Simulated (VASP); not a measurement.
# MgI2 (R-3m) in VASP: further runs, part 3 of 3

VASP 6.6.1. The steps go on from the part before.

### 6 Single point, PBEsol

Contents of INCAR:

```
SYSTEM = MgI2
PREC = Accurate
ENCUT = 600
EDIFF = 1E-6
ISMEAR = 0
SIGMA = 0.01
LREAL = .FALSE.
LASPH = .TRUE.
NELM = 120
ALGO = Normal
ISIF = 2
LWAVE = .FALSE.
LCHARG = .TRUE.
GGA = PS
LELF = .TRUE.
LVHAR = .TRUE.
NBANDS = 15
GGA_COMPAT = .FALSE.
```

Contents of KPOINTS:

```
Automatic mesh
0
Gamma
  6 6 6
  0.5 0.5 0.5
```

Contents of POSCAR:

```
MgI2
1.0
    2.0786779714      1.2001252863      6.8923459914
   -2.0786779714      1.2001252863      6.8923459914
    0.0000000000     -2.4002505727      6.8923459914
Mg I
1 2
Direct
    0.0000000000      0.0000000000      0.0000000000
    0.2526882644      0.2526882644      0.2526882644
    0.7473117356      0.7473117356      0.7473117356
```

Potentials or basis: VASP PAW PBE potentials, release 64 (Mg, I).

The run is started by

```console
> cat potpaw_PBE.64/Mg/POTCAR potpaw_PBE.64/I/POTCAR > POTCAR
> mpirun -np 1 vasp_std > vasp.out
```

OUTCAR:

```text
SYSTEM = MgI2
   PREC = Accurate
   ENCUT = 600
   EDIFF = 1E-6
   ISMEAR = 0
   LREAL = .FALSE.
   LASPH = .TRUE.
   NELM = 120
   ISIF = 2
   GGA = PS

 ion  position               nearest neighbor table
   1  0.000  0.000  0.000-   3 2.92   2 2.92   3 2.92   3 2.92   2 2.92   2 2.92
   2  0.253  0.253  0.253-   1 2.92   1 2.92   1 2.92
   3  0.747  0.747  0.747-   1 2.92   1 2.92   1 2.92

  LATTYP: Found a trigonal (rhomboedric) cell.
 ALAT       =     7.2983310474
 COS(alpha) =     0.8377602362

  Lattice vectors:

 A1 = (   2.0786779714,   1.2001252863,   6.8923459914)
 A2 = (  -2.0786779714,   1.2001252863,   6.8923459914)
 A3 = (   0.0000000000,  -2.4002505727,   6.8923459914)

Analysis of symmetry for initial positions (statically):
=====================================================================
 Subroutine PRICEL returns:
 Original cell was already a primitive cell.

 Routine SETGRP: Setting up the symmetry group for a
 trigonal (rhombohedral) supercell.

 Subroutine GETGRP returns: Found 12 space group operations
 (whereof 12 operations were pure point group operations)
 out of a pool of 12 trial point group operations.

The static configuration has the point symmetry D_3d.

Analysis of symmetry for dynamics (positions and initial velocities):
=====================================================================
 Subroutine PRICEL returns:
 Original cell was already a primitive cell.

 Routine SETGRP: Setting up the symmetry group for a
 trigonal (rhombohedral) supercell.

 Subroutine GETGRP returns: Found 12 space group operations
 (whereof 12 operations were pure point group operations)
 out of a pool of 12 trial point group operations.

The dynamic configuration has the point symmetry D_3d.

 Subroutine INISYM returns: Found 12 space group operations
 (whereof 12 operations are pure point group operations),
 and found     1 'primitive' translations

[... 126 lines left out ...]
   LRPA    =     F    only Hartree local field effects (RPA)
 non-spin polarized calculation
 Gauss-broadening in eV      SIGMA  =   0.01
  energy-cutoff  :      600.00
  volume of cell :      103.16
 maximum number of plane-waves:      3459
 NGX is ok and might be reduce to    60
   NGX = 29   NGY = 29   NGZ = 29

 number of electron      16.0000000 magnetization

 Free energy of the ion-electron system (eV)
  ---------------------------------------------------
  ext. energy  EPLUGINS =         0.00000000
  ---------------------------------------------------
  free energy    TOTEN  =        -8.41742568 eV

  energy without entropy =       -8.41742568  energy(sigma->0) =       -8.41742568

 E-fermi :   2.1387     XC(G=0):  -8.3444

 val. band max:        2.0946638143   @ k =   0.0833   0.0833   0.0833
 cond. band min:       5.3866294659   @ k =  -0.4167  -0.4167   0.0833
 fundamental gap:      3.2919656516
 Fermi energy:         2.1387332086

 k-point     1 :       0.0833    0.0833    0.0833
  band No.  band energies     occupation
      1      -9.9260      2.00000
      2      -9.2379      2.00000
      3      -1.3512      2.00000
      4       1.7137      2.00000
      5       1.7137      2.00000
      6       2.0654      2.00000
      7       2.0947      2.00000
      8       2.0947      2.00000
      9       5.8134      0.00000
     10       6.7792      0.00000
     11       8.6417      0.00000
     12       8.6417      0.00000
     13       9.7127      0.00000
     14       9.9563      0.00000
[... 401 lines left out ...]
      2      -9.1783      2.00000
      3      -0.8765      2.00000
      4      -0.2156      2.00000
      5       0.6057      2.00000
      6       1.2911      2.00000
      7       1.4010      2.00000
      8       1.4727      2.00000
      9       6.7123      0.00000
     10       7.8745      0.00000
     11       8.7070      0.00000
     12       8.7316      0.00000
     13       9.0599      0.00000
     14       9.3938      0.00000
     15      11.3314      0.00000

 [... further k-points ...]

------------------------ aborting loop because EDIFF is reached ----------------------------------------

  FORCE on cell =-STRESS in cart. coord.  units (eV):
  Direction    XX          YY          ZZ          XY          YZ          ZX
  --------------------------------------------------------------------------------------
  -------------------------------------------------------------------------------------
  Total       -0.2835020     -0.2835020     -0.0689005     -0.0000000      0.0000000      0.0000000
  in kB       -4.4028569     -4.4028569     -1.0700413     -0.0000000      0.0000000      0.0000000
  external PRESSURE =      -3.2919183 kB  Pullay stress =       0.0000000 kB

 VOLUME and BASIS-vectors are now :
 -----------------------------------------------------------------------------
  energy-cutoff  :      600.00
  volume of cell :      103.16
      direct lattice vectors                 reciprocal lattice vectors
     2.078677971  1.200125286  6.892345991     0.240537499  0.138874390  0.048362826
    -2.078677971  1.200125286  6.892345991    -0.240537499  0.138874390  0.048362826
     0.000000000 -2.400250573  6.892345991     0.000000000 -0.277748779  0.048362826

 POSITION                                       TOTAL-FORCE (eV/Angst)
 -----------------------------------------------------------------------------------
      0.00000      0.00000      0.00000         0.000000     -0.000000      0.000000
      0.00000     -0.00000      5.22484         0.000000     -0.000000      0.068392
      0.00000     -0.00000     15.45219         0.000000      0.000000     -0.068392
 -----------------------------------------------------------------------------------
    total drift:                                0.000000      0.000000      0.000000

  FREE ENERGIE OF THE ION-ELECTRON SYSTEM (eV)
  ---------------------------------------------------
  free  energy   TOTEN  =        -8.4174256801 eV

  energy  without entropy=       -8.4174256801  energy(sigma->0) =       -8.41742568
```

OSZICAR:

```text
N       E                     dE             d eps       ncg     rms          rms(c)
DAV:   1     0.784243814463E+02    0.78424E+02   -0.63062E+03   840   0.945E+02
DAV:   2    -0.237511413116E+01   -0.80799E+02   -0.72728E+02  1165   0.135E+02
DAV:   3    -0.846291953046E+01   -0.60878E+01   -0.60605E+01  1176   0.430E+01
DAV:   4    -0.857691418402E+01   -0.11399E+00   -0.11398E+00  1129   0.692E+00
DAV:   5    -0.857863276716E+01   -0.17186E-02   -0.17186E-02  1172   0.778E-01    0.398E+00
DAV:   6    -0.845032578699E+01    0.12831E+00   -0.10189E-01   966   0.160E+00    0.263E+00
DAV:   7    -0.841971919203E+01    0.30607E-01   -0.10360E-01  1008   0.157E+00    0.643E-01
DAV:   8    -0.841745564395E+01    0.22635E-02   -0.75831E-03   945   0.482E-01    0.263E-01
DAV:   9    -0.841743528068E+01    0.20363E-04   -0.82474E-04  1134   0.169E-01    0.104E-01
DAV:  10    -0.841742314507E+01    0.12136E-04   -0.38481E-05  1015   0.413E-02    0.374E-02
DAV:  11    -0.841742545172E+01   -0.23067E-05   -0.59993E-06  1050   0.139E-02    0.203E-02
DAV:  12    -0.841742568012E+01   -0.22839E-06   -0.45107E-07   882   0.423E-03
   1 F= -.84174257E+01 E0= -.84174257E+01  d E =-.384192E-12
```

Run time: 65 s. Hardware: 1 thread of Intel Xeon 6975P-C (Granite Rapids), shared host; peak memory 0.47 GiB.

What came out:

```yaml
Free_energy: -8.4174 eV
Pressure: -0.3 GPa
Largest_force: 0.068 eV/Å
Band_gap_on_the_k_mesh: 3.29 eV (least direct gap 3.69 eV)
```

Forces in eV/Å, atoms in the order of the input:
```
Mg   0.000  0.000  0.000
I    0.000  0.000  0.068
I    0.000  0.000 -0.068
```

Stress tensor (GPa, compression positive):
```
-0.44  0.00  0.00
 0.00 -0.44  0.00
 0.00  0.00 -0.11
```

Caveat: the PAW data sets were made with another functional, which shifts forces and pressure a little; spin-orbit coupling is left out, which moves the levels of the heavy elements; a shifted mesh leaves out Γ, where band edges can lie. A k mesh can miss the band edges.

### 7 Overview

| k mesh | smearing | gap on the mesh (eV) | pressure (GPa) | largest force (eV/Å) |
| --- | --- | --- | --- | --- |
| 6 × 6 × 6 | gaussian 0.01 eV | 3.19 | -0.3 | 0.07 |
| 6 × 6 × 6 | methfessel-paxton 0.44 eV | 3.19 | -0.4 | 0.06 |
| 6 × 6 × 6 | gaussian 0.001 eV | 3.19 | -0.3 | 0.07 |
| 6 × 6 × 6 | methfessel-paxton 0.001 eV | 3.19 | -0.3 | 0.07 |
| 6 × 6 × 6, shifted | gaussian 0.01 eV | 3.29 | -0.3 | 0.07 |

Alike in all rows: task single point; level PBEsol; potentials or basis VASP PAW PBE potentials, release 64 (Mg, I); no spin polarisation; cell as given; cutoff (eV) 600.

Caveats: the PAW data sets were made with another functional, which shifts forces and pressure a little; spin-orbit coupling is left out, which moves the levels of the heavy elements; a shifted mesh leaves out Γ, where band edges can lie (at least some runs).

Total energies depend on the potentials used, so only differences within one code and one set of settings carry meaning.
